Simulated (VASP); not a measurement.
# Re (Fm-3m) in VASP: a series of runs, part 2 of 2

VASP 6.6.1. Earlier steps stand in the parts before.

## Step 3: Single point, PBEsol

This run uses another cell than the first one, of 15.41 Å³/atom.

Contents of INCAR:

```
SYSTEM = Re
PREC = Accurate
ENCUT = 520
EDIFF = 1E-7
ISMEAR = 0
SIGMA = 0.1
LREAL = .False.
LASPH = .True.
NELM = 80
ALGO = Fast
ISIF = 2
LWAVE = .False.
LCHARG = .True.
GGA = PS
LELF = .True.
LVHAR = .True.
NBANDS = 10
```

Contents of KPOINTS:

```
regular mesh
0
Gamma
  18 18 18
  0 0 0
```

Contents of POSCAR:

```
Re
1.0
    0.0000000000      1.9750000000      1.9750000000
    1.9750000000      0.0000000000      1.9750000000
    1.9750000000      1.9750000000      0.0000000000
Re
1
Direct
    0.0000000000      0.0000000000      0.0000000000
```

Potentials or basis: VASP PAW PBE potentials, release 64 (Re).

On the command line:

```
cat potpaw_PBE.64/Re/POTCAR > POTCAR
mpirun -np 1 vasp_std > vasp.out
```

OUTCAR:

```text
SYSTEM = Re
   PREC = Accurate
   ENCUT = 520
   EDIFF = 1E-7
   ISMEAR = 0
   LREAL = .False.
   LASPH = .True.
   NELM = 80
   ISIF = 2
   GGA = PS

 ion  position               nearest neighbor table
   1  0.000  0.000  0.000-

  LATTYP: Found a face centered cubic cell.
 ALAT       =     3.9500000000

  Lattice vectors:

 A1 = (   0.0000000000,   1.9750000000,   1.9750000000)
 A2 = (   1.9750000000,   0.0000000000,   1.9750000000)
 A3 = (   1.9750000000,   1.9750000000,   0.0000000000)

Analysis of symmetry for initial positions (statically):
=====================================================================
 Subroutine PRICEL returns:
 Original cell was already a primitive cell.

 Routine SETGRP: Setting up the symmetry group for a
 face centered cubic supercell.

 Subroutine GETGRP returns: Found 48 space group operations
 (whereof 48 operations were pure point group operations)
 out of a pool of 48 trial point group operations.

The static configuration has the point symmetry O_h .

Analysis of symmetry for dynamics (positions and initial velocities):
=====================================================================
 Subroutine PRICEL returns:
 Original cell was already a primitive cell.

 Routine SETGRP: Setting up the symmetry group for a
 face centered cubic supercell.

 Subroutine GETGRP returns: Found 48 space group operations
 (whereof 48 operations were pure point group operations)
 out of a pool of 48 trial point group operations.

The dynamic configuration has the point symmetry O_h .

 Subroutine INISYM returns: Found 48 space group operations
 (whereof 48 operations are pure point group operations),
 and found     1 'primitive' translations

----------------------------------------------------------------------------------------

                                     Primitive cell

  volume of cell :      15.4075

  direct lattice vectors                    reciprocal lattice vectors
     0.000000000  1.975000000  1.975000000    -0.253164557  0.253164557  0.253164557
     1.975000000  0.000000000  1.975000000     0.253164557 -0.253164557  0.253164557
     1.975000000  1.975000000  0.000000000     0.253164557  0.253164557 -0.253164557

  length of vectors
     2.793071786  2.793071786  2.793071786     0.438493875  0.438493875  0.438493875

  position of ions in fractional coordinates (direct lattice)
     0.000000000  0.000000000  0.000000000

  ion indices of the primitive-cell ions
   primitive index   ion index
                 1           1

----------------------------------------------------------------------------------------

 KPOINTS: regular mesh

Automatic generation of k-mesh.
 Grid dimensions read from file:
 generate k-points for:   18   18   18

 Generating k-lattice:

  Cartesian coordinates                     Fractional coordinates (reciprocal lattice)
    -0.014064698  0.014064698  0.014064698     0.055555556  0.000000000  0.000000000
     0.014064698 -0.014064698  0.014064698     0.000000000  0.055555556  0.000000000
     0.014064698  0.014064698 -0.014064698     0.000000000  0.000000000  0.055555556

  Length of vectors
     0.024360771  0.024360771  0.024360771

  Shift w.r.t. Gamma in fractional coordinates (k-lattice)
     0.000000000  0.000000000  0.000000000

 Subroutine IBZKPT returns following result:
 ===========================================

 Found    195 irreducible k-points:

 Following reciprocal coordinates:
            Coordinates               Weight
  0.000000  0.000000  0.000000      1.000000
  0.055556  0.000000  0.000000      8.000000
  0.111111  0.000000  0.000000      8.000000
  0.166667  0.000000  0.000000      8.000000
  0.222222  0.000000  0.000000      8.000000
  0.277778  0.000000  0.000000      8.000000
[... 16 lines left out ...]
 -0.277778  0.055556  0.000000     24.000000
 -0.222222  0.055556  0.000000     24.000000
 [... further k-points ...]
   k-points           NKPTS =    195   k-points in BZ     NKDIM =    195   number of bands    NBANDS=     10
   number of dos      NEDOS =    301   number of ions     NIONS =      1
   total plane-waves  NPLWV =  13824
   dimension x,y,z NGX =    24 NGY =   24 NGZ =   24
   dimension x,y,z NGXF=    48 NGYF=   48 NGZF=   48
   ions per type =               1
   NGX,Y,Z   is equivalent  to a cutoff of  14.28, 14.28, 14.28 a.u.
   NGXF,Y,Z  is equivalent  to a cutoff of  28.57, 28.57, 28.57 a.u.
 SYSTEM =  Re
   PREC   = accura    normal or accurate (medium, high low for compatibility)
   ISTART =      0    job   : 0-new  1-cont  2-samecut
   ICHARG =      2    charge: 1-file 2-atom 10-const
   ISPIN  =      1    spin polarized calculation?
   LNONCOLLINEAR =      F non collinear calculations
   LSORBIT =      F    spin-orbit coupling
   LASPH  =      T    aspherical Exc in radial PAW
   ENCUT  =  520.0 eV  38.22 Ry    6.18 a.u.   5.19  5.19  5.19*2*pi/ulx,y,z
   NELM   =     80;   NELMIN=  2; NELMDL= -5     # of ELM steps
   EDIFF  = 0.1E-06   stopping-criterion for ELM
   LREAL  =      F    real-space projection
   EDIFFG = 0.1E-05   stopping-criterion for IOM
   NSW    =      0    number of steps for IOM
   IBRION =     -1    ionic relax: 0-MD 1-quasi-New 2-CG
   NFREE  =      0    steps in history (QN), initial steepest desc. (CG)
   ISIF   =      2    stress and relaxation
   ISYM   =      2    0-nonsym 1-usesym 2-fastsym
   POTIM  = 0.5000    time-step for ionic-motion
   TEBEG  =    0.0;   TEEND  =   0.0 temperature during run
   PSTRESS=    0.0 pullay stress
   NELECT =       7.0000    total number of electrons
   NUPDOWN=      -1.0000    fix difference up-down
   EMIN   =  10.00;   EMAX   =-10.00  energy-range for DOS
   EFERMI =   0.00;   METHOD = LEGACY
   ISMEAR =     0;   SIGMA  =   0.10  broadening in eV -4-tet -1-fermi 0-gaus
   EFERMI_NEDOS =   21; number of points for ismear=-14 and -15
   IALGO  =     68    algorithm
   IMIX   =      4    mixing-type and parameters
     AMIX     =   0.40;   BMIX     =  1.00
     AMIX_MAG =   1.60;   BMIX_MAG =  1.00
  volume/ion in A,a.u.               =      15.41       103.97
  Fermi-wavevector in a.u.,A,eV,Ry     =   1.258531  2.378278 21.550255  1.583899
  Thomas-Fermi vector in A             =   2.392135
   LORBIT       =      0    0 simple, 1 ext, 2 COOP (PROOUT), +10 PAW based schemes
   GGA     = PS    functional components
   LHFCALC =     F    Hartree Fock is set to
   AEXX    =    0.0000 exact exchange contribution
   IVDW    =     0    specifies the selected vdW correction
   LEPSILON=     F    determine dielectric tensor
   LRPA    =     F    only Hartree local field effects (RPA)
 non-spin polarized calculation
 RMM-DIIS sequential band-by-band and
 Gauss-broadening in eV      SIGMA  =   0.10
  energy-cutoff  :      520.00
  volume of cell :       15.41
 maximum number of plane-waves:       432
 NGX is ok and might be reduce to    24
   NGX = 11   NGY = 11   NGZ = 11

 number of electron       7.0000000 magnetization

 Free energy of the ion-electron system (eV)
  ---------------------------------------------------
  ext. energy  EPLUGINS =         0.00000000
  ---------------------------------------------------
  free energy    TOTEN  =       -13.25343928 eV

  energy without entropy =      -13.24888515  energy(sigma->0) =      -13.25116221

 E-fermi :   7.4035     XC(G=0): -13.5705

 val. band max:        7.3881641637   @ k =   0.4444   0.2222   0.0000
 cond. band min:       7.4504059379   @ k =  -0.4444   0.2778   0.1111
 fundamental gap:      0.0622417742
 Fermi energy:         7.4035287593

 k-point     1 :       0.0000    0.0000    0.0000
  band No.  band energies     occupation
      1      -2.4161      2.00000
      2       5.6211      2.00000
      3       5.6211      2.00000
      4       5.6211      2.00000
      5       8.5910      0.00000
      6       8.5910      0.00000
      7      21.3294      0.00000
      8      26.6966      0.00000
      9      26.6966      0.00000
     10      26.6966      0.00000

 k-point     2 :       0.0556    0.0000    0.0000
  band No.  band energies     occupation
      1      -2.2793      2.00000
      2       5.5287      2.00000
      3       5.6852      2.00000
      4       5.6852      2.00000
      5       8.5404      0.00000
      6       8.5404      0.00000
      7      21.5938      0.00000
      8      25.9637      0.00000
      9      26.9435      0.00000
     10      26.9435      0.00000
[... 274 lines left out ...]
 k-point    24 :      -0.2222    0.0556    0.0000
  band No.  band energies     occupation
      1      -0.1894      2.00000
      2       4.6998      2.00000
      3       6.0541      2.00000
      4       6.1829      2.00000
      5       8.2035      0.00000
      6       9.1803      0.00000
      7      21.5285      0.00000
      8      24.7672      0.00000
      9      29.3489      0.00000
     10      30.7568      0.00000

 [... further k-points ...]
[... 5 lines left out ...]
  --------------------------------------------------------------------------------------
  -------------------------------------------------------------------------------------
  Total       -1.8145908     -1.8145908     -1.8145908      0.0000000      0.0000000      0.0000000
  in kB     -188.6939564   -188.6939564   -188.6939564      0.0000000      0.0000000      0.0000000
  external PRESSURE =    -188.6939564 kB  Pullay stress =       0.0000000 kB

 VOLUME and BASIS-vectors are now :
 -----------------------------------------------------------------------------
  energy-cutoff  :      520.00
  volume of cell :       15.41
      direct lattice vectors                 reciprocal lattice vectors
     0.000000000  1.975000000  1.975000000    -0.253164557  0.253164557  0.253164557
     1.975000000  0.000000000  1.975000000     0.253164557 -0.253164557  0.253164557
     1.975000000  1.975000000  0.000000000     0.253164557  0.253164557 -0.253164557

 POSITION                                       TOTAL-FORCE (eV/Angst)
 -----------------------------------------------------------------------------------
      0.00000      0.00000      0.00000         0.000000      0.000000      0.000000
 -----------------------------------------------------------------------------------
    total drift:                               -0.000000      0.000000     -0.000000

  FREE ENERGIE OF THE ION-ELECTRON SYSTEM (eV)
  ---------------------------------------------------
  free  energy   TOTEN  =       -13.2534392752 eV

  energy  without entropy=      -13.2488851480  energy(sigma->0) =      -13.25116221
```

Run time: 82 s. Hardware: 1 thread of Intel Xeon 8259CL, shared host; peak memory 0.16 GiB.

Results:

```
Free energy            : -13.2534 eV
Pressure               : -18.9 GPa
Band gap on the k mesh : zero (an odd number of electrons rules out a gap without spin polarisation)
```

Caveat: the cell stands under tension; the PAW data sets were made with another functional, which shifts forces and pressure a little; spin-orbit coupling is left out, which moves the levels of the heavy elements.

## Step 4: Single point, PBEsol (15.49 Å³/atom)

This run uses another cell than the first one, of 15.49 Å³/atom.

Contents of INCAR:

```
ALGO = Normal
EDIFF = 1E-7
ENCUT = 520
GGA = PS
ISIF = 2
ISMEAR = 0
LASPH = True
LCHARG = True
LELF = True
LREAL = False
LVHAR = True
LWAVE = False
NBANDS = 10
NELM = 80
PREC = Accurate
SIGMA = 0.1
```

Contents of KPOINTS:

```
k-points
0
Gamma
  18 18 18
```

Contents of POSCAR:

```
Re
1.0
    0.0000000000      1.9783318083      1.9783318083
    1.9783318083      0.0000000000      1.9783318083
    1.9783318083      1.9783318083      0.0000000000
Re
1
Direct
    0.0000000000      0.0000000000      0.0000000000
```

On the command line:

```
cat potpaw_PBE.64/Re/POTCAR > POTCAR
mpirun -np 1 vasp_std > vasp.out
```

Wall time 53 s (1 thread of Intel Xeon 8259CL, shared host); peak memory 0.17 GiB.

Results (log left out):

```yaml
Free_energy: -13.2439 eV
Pressure: -20.4 GPa
Band_gap_on_the_k_mesh: zero (an odd number of electrons rules out a gap without spin polarisation)
```

Levels at points of the mesh, in eV from the Fermi level:
```tsv
k point	band 2	band 3	band 4	band 5	band 6	band 7
(0.00, 0.00, 0.00)	-1.77	-1.77	-1.77	1.18	1.18	13.92
(0.50, 0.00, 0.00)	-1.96	-1.96	0.16	3.55	3.55	9.24
(0.50, 0.50, 0.00)	-5.55	2.61	3.49	4.24	4.24	11.88
```

Caveat: the cell stands under tension; the PAW data sets were made with another functional, which shifts forces and pressure a little; spin-orbit coupling is left out, which moves the levels of the heavy elements.

## Step 5: Single point, PBEsol (16.07 Å³/atom)

This run uses another cell than the first one, of 16.07 Å³/atom.

Contents of INCAR:

```
SYSTEM = Re
PREC = Accurate ; ENCUT = 520
EDIFF = 1E-6 ; ISMEAR = 0
SIGMA = 0.1 ; LREAL = .False.
LASPH = .True. ; NELM = 80
ALGO = Normal ; ISIF = 2
LWAVE = .False. ; LCHARG = .False.
GGA = PS ; NBANDS = 10
```

Contents of KPOINTS:

```
Automatic mesh
0
Gamma
  18 18 18
  0 0 0
```

Contents of POSCAR:

```
Re
1.0
    0.0000000000      2.0029098719      2.0029098719
    2.0029098719      0.0000000000      2.0029098719
    2.0029098719      2.0029098719      0.0000000000
Re
1
Direct
    0.0000000000      0.0000000000      0.0000000000
```

On the command line:

```
cat potpaw_PBE.64/Re/POTCAR > POTCAR
mpirun -np 1 vasp_std > vasp.out
```

It took 44 s on 1 thread of Intel Xeon 8259CL, shared host; peak memory 0.16 GiB.

It converged, with:

| Item | Value |
| --- | --- |
| Free energy | -13.1506 eV |
| Pressure | -30.6 GPa |
| Band gap on the k mesh | zero (an odd number of electrons rules out a gap without spin polarisation) |

Levels at points of the mesh, in eV from the Fermi level:
| k point | band 1 | band 2 | band 3 | band 4 | band 5 | band 6 | band 7 | band 8 | band 9 |
| --- | --- | --- | --- | --- | --- | --- | --- | --- | --- |
| (0.00, 0.00, 0.00) | -9.52 | -1.68 | -1.68 | -1.68 | 1.11 | 1.11 | 13.88 | 19.01 | 19.01 |
| (0.50, 0.00, 0.00) | -6.25 | -1.85 | -1.85 | 0.12 | 3.34 | 3.34 | 8.73 | 13.35 | 19.13 |
| (0.50, 0.50, 0.00) | -6.08 | -5.27 | 2.48 | 3.28 | 3.99 | 3.99 | 11.47 | 11.60 | 11.60 |

Caveat: the cell stands under tension; the PAW data sets were made with another functional, which shifts forces and pressure a little; spin-orbit coupling is left out, which moves the levels of the heavy elements.

## Step 6: The runs side by side

| cell | gap on the mesh (eV) | pressure (GPa) |
| --- | --- | --- |
| a = 2.771 Å, angles 60.0°, 1 atom | none | -11.1 |
| a = 2.793 Å, angles 60.0°, 1 atom | none | -18.9 |
| a = 2.798 Å, angles 60.0°, 1 atom | none | -20.4 |
| a = 2.833 Å, angles 60.0°, 1 atom | none | -30.6 |

Alike in all rows: task single point; level PBEsol; potentials or basis VASP PAW PBE potentials, release 64 (Re); no spin polarisation; k mesh 18 × 18 × 18; cutoff (eV) 520; smearing gaussian 0.1 eV.

Caveats: the cell stands under tension; the PAW data sets were made with another functional, which shifts forces and pressure a little; spin-orbit coupling is left out, which moves the levels of the heavy elements.

Total energies depend on the potentials used, so only differences within one code and one set of settings carry meaning.
